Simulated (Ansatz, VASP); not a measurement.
# MnAs in VASP and in Ansatz

File POSCAR:

```
MnAs
1.0
    3.6784303607      0.0350382031     -0.0001402329
   -1.8088747809      3.2088302927     -0.0108780699
   -0.0002103494     -0.0193922130      5.7679312989
Mn As
2 2
Direct
    0.9764200000      0.9787700000      0.9745100000
    0.0147000000      0.9619200000      0.4785300000
    0.2995700000      0.6308200000      0.2759100000
    0.6538200000      0.2972400000      0.7275000000
```

INCAR.step1

```
SYSTEM = MnAs
  PREC = Accurate
  ENCUT = 520
  ISMEAR = -1
  SIGMA = 0.05
  LREAL = .FALSE.
  LASPH = .TRUE.
  NELM = 150
  ISPIN = 2
  MAGMOM = 4 4 0 0
  LMAXMIX = 4
  NBANDS = 30
  GGA = PE
  ALGO = Normal
  EDIFF = 1E-4
  LWAVE = .TRUE.
  LCHARG = .FALSE.
```

INCAR.step2

```
SYSTEM = MnAs
  PREC = Accurate
  ENCUT = 520
  EDIFF = 1E-6
  ISMEAR = -1
  SIGMA = 0.05
  LREAL = .FALSE.
  LASPH = .TRUE.
  NELM = 150
  ALGO = Normal
  ISIF = 2
  LWAVE = .FALSE.
  LCHARG = .TRUE.
  ISPIN = 2
  MAGMOM = 4 4 0 0
  LORBIT = 11
  LMAXMIX = 4
  METAGGA = R2SCAN
  LMIXTAU = .TRUE.
  LELF = .TRUE.
  LVHAR = .TRUE.
  NBANDS = 30
  ISTART = 1
```

KPOINTS

```
Automatic mesh
0
G
  5 5 3
  0 0 0
```

Input for Ansatz:

```yaml
crystal:
  lattice:
    - [3.6784303606861393, 0.03503820310234433, -0.00014023294552110367]
    - [-1.8088747809156824, 3.208830292691826, -0.01087806991685133]
    - [-0.00021034941828165554, -0.019392213037775483, 5.767931298867482]
  atoms:
    - { symbol: Mn, position: [0.97642, 0.97877, 0.97451], spin: 4.0 }
    - { symbol: Mn, position: [0.0147, 0.96192, 0.47853], spin: 4.0 }
    - { symbol: As, position: [0.29957, 0.63082, 0.27591] }
    - { symbol: As, position: [0.65382, 0.29724, 0.7275] }
basis:
  ecutwfc: 650.0
  xc_grid: 2
kpoints:
  mp_grid:
    grid: [5, 5, 3]
hamiltonian:
  xc: r2scan
magnetization:
  spin_polarized: true
scf:
  convergence:
    dr2_threshold: 1.0e-09
  occupations:
    method: fermi_dirac
    width: 0.05
output:
  forces: true
  stress: true
```

Alike in both runs: task single point; functional r2SCAN; k mesh 5 × 5 × 3; occupations fermi-dirac, width 0.05 eV; collinear spin.

|  | VASP | Ansatz |
| --- | --- | --- |
| version | VASP 6.6.1 | Ansatz 0.2.0 |
| potentials or method | VASP PAW PBE potentials, release 64 (Mn_pv, As), cutoff 520 eV | plane waves, PAW |
| valence electrons in the cell | 36 | 60 |

|  | VASP | Ansatz | Ansatz less VASP |
| --- | --- | --- | --- |
| pressure (GPa) | 3.7 | 3.6 | -0.10 |
| traceless stress, the component that is largest in VASP (GPa) | -3.60 | -3.60 | +0.005 |
| rms of the force components (eV/Å) | 0.952 | 0.947 | -0.0048 |
| net moment per atom (μB) | 1.80 | 1.80 | 0.000 |
| size of the moment on the site where the two differ most (μB) | 3.48 | 3.28 | -0.205 |

VASP's potentials were made for PBE, not for r2SCAN. Site moments also hang on the region over which each program counts them. Atom by atom the forces differ by 0.007 eV/Å (rms over components). The functional is the same, so the differences come from potentials, cutoffs and numerics. VASP's potentials hold 36 valence electrons a cell and Ansatz's 60, so a difference there can come from the potentials and not from the codes. Ansatz's warnings: stability check not made, stress scf threshold loose.

The k mesh is coarse, so the values compare programs but aren't converged.
